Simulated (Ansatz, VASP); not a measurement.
# CdS: VASP beside Ansatz

```
Cd S
1.0
     0.00000    2.91650    2.91650
     2.91650    0.00000    2.91650
     2.91650    2.91650    0.00000
Cd S
1 1
Direct
  0.93250 0.02250 0.02250
  0.31750 0.22750 0.22750
```

Change from the starting cell: shortest bond scaled by 0.82, LAPW.

Alike in both runs: task single point; functional PBEsol; k mesh 7 × 7 × 7; occupations fermi-dirac, width 0.03 eV; no spin polarisation.

|  | VASP | Ansatz |
| --- | --- | --- |
| version | VASP 6.6.1 | Ansatz 0.2.0 |
| potentials or method | VASP PAW PBE potentials, release 64 (Cd, S), cutoff 520 eV | all-electron LAPW, scalar-relativistic |

```tsv
	VASP	Ansatz	Ansatz less VASP
pressure (GPa)	9.4	8.8	-0.65
traceless stress, the component that is largest in VASP (GPa)	-13.51	-13.05	+0.468
rms of the force components (eV/Å)	3.791	3.677	-0.1145
```

VASP's potentials were made for PBE, not for PBEsol. Atom by atom the forces differ by 0.115 eV/Å (rms over components). Ansatz ran all-electron here, and VASP with PAW potentials.
